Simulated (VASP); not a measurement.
# Hf32HO64 (a cell with a defect) in VASP: single point with PBE

Aim: the single point of Hf32HO64 (a cell with a defect) with PBE.

All numbers are computed with VASP 6.6.1; they aren't measurements. Logs are shortened: lines on timing, memory, paths and dates and some standing lists are left out, and cuts for length are marked.

## Step 1: The cell of the first run

The cell holds a defect, 97 atoms: a = 10.196 Å, b = 10.196 Å, c = 10.529 Å, α = 90.00°, β = 90.00°, γ = 90.00°.

## Step 2: Single point, PBE

File INCAR:

```
SYSTEM = Hf32HO64
PREC     = Accurate       ! precision mode
ENCUT    = 520            ! plane-wave cutoff, eV
EDIFF    = 1E-6           ! SCF threshold, eV
ISMEAR   = -1             ! smearing method
SIGMA    = 0.01           ! smearing width, eV
LREAL    = Auto         
LASPH    = .TRUE.         ! aspherical terms in the spheres
NELM     = 120            ! most SCF steps
ALGO     = Normal         ! electronic algorithm
ISIF     = 2              ! what is computed and relaxed
LWAVE    = .FALSE.        ! write WAVECAR
LCHARG   = .FALSE.        ! write CHGCAR
GGA      = PE             ! functional
NELECT   = 706.0        
NBANDS   = 406            ! bands
GGA_COMPAT= .FALSE.
```

File KPOINTS:

```
regular mesh
0
G
  1 1 1
  0 0 0
```

File POSCAR:

```
Hf32HO64
1.0
    7.2095496100      7.2095496100      0.0000000000
   -7.2095496100      7.2095496100      0.0000000000
    0.0000000000      0.0000000000     10.5294135800
Hf O H
32 64 1
Direct
   -0.0102893352      0.2562678460      0.2382823941
    0.2470896104     -0.0046704282      0.2639185411
    0.0128659203     -0.0073686036      0.0135266674
    0.2638193266      0.2264491457     -0.0115559374
    0.0160996579      0.2290582624      0.7632147140
    0.2690677163     -0.0082647341      0.7376655280
   -0.0107182628      0.0209304869      0.4853906402
    0.2335897561      0.2568300649      0.5080259531
   -0.0195113435      0.7578932575      0.2366226199
    0.2347225914      0.5275882680      0.2651305435
    0.0183680245      0.4914974683      0.0140297891
    0.2636037643      0.7278777575     -0.0142510566
    0.0123193689      0.7295261596      0.7648682936
    0.2647520316      0.4877343776      0.7389438183
   -0.0164175706      0.5206919111      0.4847768025
    0.2336250902      0.7546799935      0.5184939126
    0.4811145224      0.2570519690      0.2394205966
    0.7348663887      0.0189089520      0.2653208946
    0.5184156103     -0.0081342553      0.0157023590
    0.7652218871      0.2288662863     -0.0099340852
    0.5178617555      0.2287985612      0.7667592168
    0.7701430621     -0.0065016321      0.7373966048
    0.4913700149      0.0251977487      0.4942917033
    0.7365833388      0.2599486317      0.5108443194
    0.4671063942      0.7592736906      0.2401004428
    0.7308209407      0.5253549030      0.2657726494
    0.5165215516      0.4910287512      0.0150263867
    0.7623459048      0.7267497078     -0.0112584578
    0.5138438247      0.7285816227      0.7652034083
    0.7659756252      0.4906535177      0.7385812619
    0.4871609265      0.5195400873      0.4912319001
    0.7342693429      0.7606164151      0.5158447255
    0.1187046618      0.1451676924      0.3522444211
    0.3921082788      0.4121875355      0.3290120462
    0.1383981049      0.4057555236      0.4165651426
    0.3694884848      0.1586604208      0.3975648459
    0.1233476176      0.3957302289      0.1669748524
    0.3706911086      0.1140995025      0.1460316351
    0.1194585345      0.1412408003      0.1000048977
    0.3850752428      0.3523839188      0.0804908787
    0.1380809760      0.0952027127      0.8554726455
    0.3592421356      0.3384687181      0.8297880750
    0.1112129625      0.3441338052      0.9160861745
    0.3883619075      0.0944427818      0.8946761312
    0.1297416878      0.3558144653      0.6655097488
    0.3816021139      0.1340350561      0.6459966605
    0.1293162033      0.1125671871      0.6058288623
    0.3653459409      0.3926801607      0.5810058542
    0.1052179361      0.6520082315      0.3617332762
    0.4196468378      0.9251284926      0.3392197041
    0.1480965919      0.9071452153      0.4241069182
    0.3613547641      0.6487763489      0.4004937988
    0.1038906792      0.9004423410      0.1673646230
    0.3728153316      0.6077194988      0.1368630944
    0.1227082419      0.6402415812      0.1097410659
    0.3742755834      0.8650952756      0.0809997966
    0.1391992996      0.5979939844      0.8587918459
    0.3550360002      0.8380827252      0.8315936133
    0.1038213778      0.8389533223      0.9222381303
    0.3890336396      0.5950110825      0.8930990860
    0.1335355859      0.8550689793      0.6715598220
    0.3739106183      0.6336717237      0.6470362274
    0.1216150789      0.6116827187      0.6092978988
    0.3716563977      0.8909681526      0.5839910612
    0.6174204169      0.1586078410      0.3594978940
    0.8917778599      0.4112293961      0.3281526128
    0.6445389287      0.4138100074      0.4211711653
    0.8684284836      0.1570104104      0.3940986987
    0.6207998874      0.3915947638      0.1693428503
    0.8728024348      0.1153564800      0.1452312542
    0.6250675451      0.1363183068      0.1096104591
    0.8864441241      0.3552717166      0.0801935322
    0.6387625012      0.0928529412      0.8607791912
    0.8573113310      0.3388356123      0.8294418864
    0.6099274816      0.3396560989      0.9199077449
    0.8866649931      0.0973119209      0.8921824644
    0.6265267227      0.3621495761      0.6662897603
    0.8814840736      0.1344845760      0.6414661745
    0.6317151186      0.1195953846      0.6127813155
    0.8688668484      0.3926595476      0.5832742166
    0.6066224143      0.6597626326      0.3601610859
    0.8951522746      0.9100325907      0.3336282674
    0.6565218209      0.9198928305      0.4292363594
    0.8574432937      0.6542014624      0.3935600273
    0.6136766155      0.8928988118      0.1729672933
    0.8717369033      0.6139830364      0.1427342555
    0.6239127822      0.6349376769      0.1098787772
    0.8722141507      0.8594030641      0.0851318711
    0.6384888589      0.5950777800      0.8588811472
    0.8548185387      0.8398240540      0.8335674643
    0.6028379377      0.8363038402      0.9239724816
    0.8887448494      0.5952821155      0.8937888607
    0.6308620472      0.8609631957      0.6717282272
    0.8738154491      0.6348900727      0.6440407629
    0.6222628323      0.6185705998      0.6101947901
    0.8762598952      0.8899926463      0.5871177565
    0.2753176147      0.7907615525      0.2568402036
```

Potentials or basis: VASP PAW PBE potentials, release 64 (Hf_pv, O, H).

Command:

```bash
cat potpaw_PBE.64/Hf_pv/POTCAR potpaw_PBE.64/O/POTCAR potpaw_PBE.64/H/POTCAR > POTCAR
mpirun -np 1 vasp_gam > vasp.out
```

OUTCAR:

```text
SYSTEM = Hf32HO64
   PREC = Accurate
   ENCUT = 520
   EDIFF = 1E-6
   ISMEAR = -1
   LREAL = Auto
   LASPH = .TRUE.
   NELM = 120
   ISIF = 2
   GGA = PE
   NELECT = 706.0

 ion  position               nearest neighbor table
   1  0.990  0.256  0.238-  66 2.09  37 2.11  70 2.11  33 2.11  72 2.21  68 2.29  39 2.29  35 2.85
                            11 3.38  20 3.49   7 3.54  18 3.56   3 3.59  10 3.74  15 3.74   2 3.75
   2  0.247  0.995  0.264-  53 2.03  50 2.06  97 2.11  38 2.14  51 2.16  33 2.22  36 2.51  39 2.62
                            56 2.67  25 3.30  23 3.49   7 3.52   3 3.56  17 3.59  16 3.64   9 3.65
   3  0.013  0.993  0.014-  59 2.06  39 2.08  53 2.09  76 2.10  88 2.11  41 2.34  70 2.35   9 3.37
                            20 3.50   4 3.51   2 3.56   5 3.57   1 3.59  12 3.73  28 3.73  13 3.75
   4  0.264  0.226  0.988-  40 2.03  39 2.07  44 2.10  43 2.11  42 2.25  38 2.29  41 2.32  17 3.46
                             5 3.46  21 3.49   3 3.51  19 3.54   6 3.56  11 3.69  27 3.74   2 3.74
   5  0.016  0.229  0.763-  45 2.02  41 2.09  74 2.09  78 2.11  43 2.22  76 2.32  47 2.34   4 3.46
                            22 3.48   8 3.50  20 3.50   6 3.55   3 3.57   7 3.62  14 3.67  30 3.70
   6  0.269  0.992  0.738-  58 2.05  61 2.08  46 2.09  41 2.11  64 2.18  44 2.30  47 2.34  16 3.36
                            23 3.44  21 3.52   5 3.55   4 3.56   8 3.64  29 3.68  12 3.75  13 3.75
   7  0.989  0.021  0.485-  96 2.06  68 2.09  51 2.09  47 2.13  82 2.18  78 2.29  33 2.30   8 3.47
                            18 3.48  22 3.48   2 3.52   1 3.54  24 3.56   5 3.62  16 3.70  32 3.73
   8  0.234  0.257  0.508-  35 2.04  36 2.07  48 2.08  47 2.09  45 2.21  33 2.31  46 2.44  14 3.40
                             7 3.47   5 3.50  23 3.54   6 3.64   2 3.71  15 3.71  31 3.73  10 3.76
   9  0.980  0.758  0.237-  82 2.05  53 2.06  86 2.09  49 2.13  88 2.20  55 2.31  84 2.33   3 3.37
[... 96 lines left out ...]
  82  0.895  0.910  0.334-   9 2.05  18 2.10   7 2.18
  83  0.657  0.920  0.429-  32 2.02  23 2.11  18 2.15
  84  0.857  0.654  0.394-  32 2.10  15 2.10  26 2.28   9 2.33
  85  0.614  0.893  0.173-  18 2.03  25 2.14  19 2.17
  86  0.872  0.614  0.143-   9 2.09  26 2.14  28 2.28  11 2.37
  87  0.624  0.635  0.110-  27 2.09  28 2.12  26 2.27  25 2.46
  88  0.872  0.859  0.085-  28 2.03   3 2.11   9 2.20  18 2.86
  89  0.638  0.595  0.859-  30 2.10  29 2.11  28 2.29  27 2.32
  90  0.855  0.840  0.834-  22 2.06  13 2.09  28 2.21
  91  0.603  0.836  0.924-  19 2.05  28 2.09  29 2.20
  92  0.889  0.595  0.894-  28 2.11  11 2.11  13 2.30  30 2.32
  93  0.631  0.861  0.672-  29 2.05  22 2.08  32 2.20  23 2.88
  94  0.874  0.635  0.644-  30 2.09  13 2.13  15 2.33  32 2.34
  95  0.622  0.619  0.610-  32 2.09  31 2.12  29 2.27  30 2.38
  96  0.876  0.890  0.587-   7 2.06  32 2.10  22 2.19  13 2.85
  97  0.275  0.791  0.257-  25 1.99   2 2.11

  LATTYP: Found a simple tetragonal cell.
 ALAT       =    10.1958428371
 C/A-ratio  =     1.0327163481

  Lattice vectors:

 A1 = (   7.2095496100,   7.2095496100,   0.0000000000)
 A2 = (  -7.2095496100,   7.2095496100,   0.0000000000)
 A3 = (   0.0000000000,   0.0000000000,  10.5294135800)

Analysis of symmetry for initial positions (statically):
=====================================================================
 Subroutine PRICEL returns:
 Original cell was already a primitive cell.

 Routine SETGRP: Setting up the symmetry group for a
 simple tetragonal supercell.

 Subroutine GETGRP returns: Found  1 space group operations
 (whereof  1 operations were pure point group operations)
 out of a pool of 16 trial point group operations.

The static configuration has the point symmetry C_1 .

[... 265 lines left out ...]
   LSORBIT =      F    spin-orbit coupling
   LASPH  =      T    aspherical Exc in radial PAW
   ENCUT  =  520.0 eV  38.22 Ry    6.18 a.u.  18.96 18.96 19.58*2*pi/ulx,y,z
   NELM   =    120;   NELMIN=  2; NELMDL= -5     # of ELM steps
   EDIFF  = 0.1E-05   stopping-criterion for ELM
   LREAL  =      T    real-space projection
   EDIFFG = 0.1E-04   stopping-criterion for IOM
   NSW    =      0    number of steps for IOM
   IBRION =     -1    ionic relax: 0-MD 1-quasi-New 2-CG
   NFREE  =      0    steps in history (QN), initial steepest desc. (CG)
   ISIF   =      2    stress and relaxation
   ISYM   =      2    0-nonsym 1-usesym 2-fastsym
   POTIM  = 0.5000    time-step for ionic-motion
   TEBEG  =    0.0;   TEEND  =   0.0 temperature during run
   PSTRESS=    0.0 pullay stress
   NELECT =     706.0000    total number of electrons
   NUPDOWN=      -1.0000    fix difference up-down
   EMIN   =  10.00;   EMAX   =-10.00  energy-range for DOS
   EFERMI =   0.00;   METHOD = LEGACY
   ISMEAR =    -1;   SIGMA  =   0.01  broadening in eV -4-tet -1-fermi 0-gaus
   EFERMI_NEDOS =   21; number of points for ismear=-14 and -15
   IALGO  =     38    algorithm
   IMIX   =      4    mixing-type and parameters
     AMIX     =   0.40;   BMIX     =  1.00
     AMIX_MAG =   1.60;   BMIX_MAG =  1.00
  volume/ion in A,a.u.               =      11.28        76.15
  Fermi-wavevector in a.u.,A,eV,Ry     =   1.414467  2.672956 27.221418  2.000718
  Thomas-Fermi vector in A             =   2.536006
   LORBIT       =      0    0 simple, 1 ext, 2 COOP (PROOUT), +10 PAW based schemes
   GGA     = PE    functional components
   LHFCALC =     F    Hartree Fock is set to
   AEXX    =    0.0000 exact exchange contribution
   IVDW    =     0    specifies the selected vdW correction
   LEPSILON=     F    determine dielectric tensor
   LRPA    =     F    only Hartree local field effects (RPA)
 non-spin polarized calculation
  energy-cutoff  :      520.00
  volume of cell :     1094.59
 maximum number of plane-waves:     14742
 NGX is ok and might be reduce to    80
   NGX = 37   NGY = 37   NGZ = 39

 number of electron     706.0000032 magnetization

 Free energy of the ion-electron system (eV)
  ---------------------------------------------------
  ext. energy  EPLUGINS =         0.00000000
  ---------------------------------------------------
  free energy    TOTEN  =      -967.36257410 eV

  energy without entropy =     -967.36257410  energy(sigma->0) =     -967.36257410

 E-fermi :   4.3931     XC(G=0): -11.5727

 val. band max:        4.1449860025   @ k =   0.0000   0.0000   0.0000
 cond. band min:       7.8556361995   @ k =   0.0000   0.0000   0.0000
 fundamental gap:      3.7106501970
 Fermi energy:         4.3931387527

 k-point     1 :       0.0000    0.0000    0.0000
  band No.  band energies     occupation
      1     -26.3492      2.00000
      2     -26.3250      2.00000
      3     -26.3233      2.00000
      4     -26.3120      2.00000
      5     -26.2871      2.00000
      6     -26.2799      2.00000
[... 357 lines left out ...]
    364       8.1264      0.00000
    365       8.1596      0.00000
 [bands above 365 left out]

------------------------ aborting loop because EDIFF is reached ----------------------------------------

  FORCE on cell =-STRESS in cart. coord.  units (eV):
  Direction    XX          YY          ZZ          XY          YZ          ZX
  --------------------------------------------------------------------------------------
  -------------------------------------------------------------------------------------
  Total        1.3371445     12.9108138     11.6865559      3.0153072      0.7363594      2.2127483
  in kB        1.9572147     18.8979090     17.1059294      4.4135871      1.0778292      3.2388598
  external PRESSURE =      12.6536844 kB  Pullay stress =       0.0000000 kB

 VOLUME and BASIS-vectors are now :
 -----------------------------------------------------------------------------
  energy-cutoff  :      520.00
  volume of cell :     1094.59
      direct lattice vectors                 reciprocal lattice vectors
     7.209549610  7.209549610  0.000000000     0.069352460  0.069352460  0.000000000
    -7.209549610  7.209549610  0.000000000    -0.069352460  0.069352460  0.000000000
     0.000000000  0.000000000 10.529413580     0.000000000  0.000000000  0.094972051

 POSITION                                       TOTAL-FORCE (eV/Angst)
 -----------------------------------------------------------------------------------
      5.28779      8.98294      2.50897        -0.015547      0.014905     -0.050823
     -5.39447      8.95728      2.77891         0.011704     -0.014505      0.042470
     -7.06367      7.24918      0.14243         0.028199     -0.017162      0.078809
      0.26942      3.53461     10.40774        -0.001029      0.002133     -0.014648
     -1.53534      1.76748      8.03620        -0.012957     -0.000962      0.022967
     -5.21011      9.08982      7.76719         0.029602     -0.030121     -0.042462
[... 89 lines left out ...]
     -0.09901     12.73389      6.18201        -0.090558     -0.008940     -0.021676
     -3.71612      7.68595      2.70438         0.012806      0.012699     -0.003206
 -----------------------------------------------------------------------------------
    total drift:                               -0.015743      0.019091     -0.010767

  FREE ENERGIE OF THE ION-ELECTRON SYSTEM (eV)
  ---------------------------------------------------
  free  energy   TOTEN  =      -967.3625740973 eV

  energy  without entropy=     -967.3625740973  energy(sigma->0) =     -967.36257410
```

It took 13 min on 1 thread of AMD EPYC 7R43 (Zen 3), shared host; peak memory 1 GiB.

What came out:

| Property | Result |
| --- | --- |
| Free energy | -967.3626 eV |
| Largest force | 0.094 eV/Å |

Forces in eV/Å, atoms in the order of the input:
```
Hf  -0.016  0.015 -0.051
Hf   0.012 -0.015  0.042
Hf   0.028 -0.017  0.079
Hf  -0.001  0.002 -0.015
Hf  -0.013 -0.001  0.023
Hf   0.030 -0.030 -0.042
Hf   0.011  0.000 -0.035
Hf  -0.028  0.036  0.036
Hf  -0.039  0.043 -0.047
Hf   0.009  0.006  0.019
Hf   0.026 -0.031  0.043
Hf  -0.016  0.002 -0.036
Hf  -0.001  0.004  0.037
Hf   0.023 -0.020 -0.049
Hf   0.007  0.005 -0.041
Hf  -0.025  0.035  0.048
Hf  -0.029  0.023 -0.045
Hf   0.004 -0.005  0.045
Hf   0.021 -0.039  0.047
Hf   0.001  0.001 -0.027
Hf  -0.008 -0.002  0.023
Hf   0.019 -0.029 -0.033
Hf   0.007 -0.019 -0.069
Hf  -0.023  0.029  0.023
Hf  -0.055  0.039 -0.018
Hf   0.011 -0.001  0.031
Hf   0.011 -0.035  0.057
Hf  -0.013 -0.002 -0.019
Hf  -0.006 -0.009  0.034
Hf   0.027 -0.028 -0.043
Hf  -0.014  0.006 -0.033
Hf  -0.025  0.032  0.032
O   -0.024 -0.030 -0.005
O   -0.005 -0.003 -0.023
O   -0.013  0.006  0.033
O   -0.001 -0.006  0.047
O   -0.092 -0.002  0.013
O   -0.012  0.026  0.028
O    0.007 -0.015 -0.063
O    0.077 -0.003 -0.024
O   -0.017  0.040 -0.035
O    0.015  0.000 -0.031
O    0.013 -0.014  0.024
O   -0.012  0.034  0.031
O    0.075  0.000  0.033
O    0.056 -0.017  0.040
O   -0.030  0.016 -0.040
O   -0.074 -0.007 -0.019
O    0.025 -0.047 -0.024
O   -0.033 -0.027 -0.002
O    0.007  0.004  0.011
O   -0.005 -0.039  0.023
O   -0.049 -0.013  0.006
O   -0.032  0.018  0.035
O    0.044 -0.024 -0.031
O    0.085 -0.007 -0.021
O   -0.010  0.033 -0.020
O    0.016 -0.009 -0.018
O    0.017 -0.010  0.015
O   -0.011  0.036  0.031
O    0.081 -0.003  0.015
O    0.028 -0.021  0.032
O   -0.030  0.029 -0.038
O   -0.082 -0.006 -0.007
O    0.015 -0.025 -0.011
O   -0.010  0.011 -0.012
O   -0.022  0.004  0.021
O    0.010 -0.029  0.035
O   -0.087  0.005  0.022
O   -0.027  0.019  0.025
O    0.035 -0.024 -0.042
O    0.073  0.008 -0.027
O   -0.023  0.035 -0.024
O    0.013 -0.001 -0.030
O    0.024 -0.015  0.019
O   -0.003  0.035  0.028
O    0.073  0.003  0.036
O    0.040 -0.015  0.042
O   -0.031  0.017 -0.032
O   -0.078 -0.010 -0.030
O    0.031 -0.040 -0.020
O   -0.009  0.009 -0.020
O   -0.008 -0.004  0.006
O    0.011 -0.041  0.030
O   -0.087  0.029  0.002
O   -0.036  0.019  0.035
O    0.064 -0.018 -0.048
O    0.086  0.003 -0.028
O   -0.013  0.037 -0.028
O    0.019 -0.002 -0.031
O    0.015 -0.004  0.012
O   -0.012  0.036  0.024
O    0.080  0.006  0.022
O    0.027 -0.012  0.041
O   -0.035  0.023 -0.024
O   -0.091 -0.009 -0.022
H    0.013  0.013 -0.003
```

Caveat: the k points lie up to 0.62 Å⁻¹ apart; the cell carries a net charge on a neutralising background, which shifts energy and pressure; the cell is charged against a uniform background, so pressure and absolute levels hang on convention; spin-orbit coupling is left out, which moves the levels of the heavy elements.
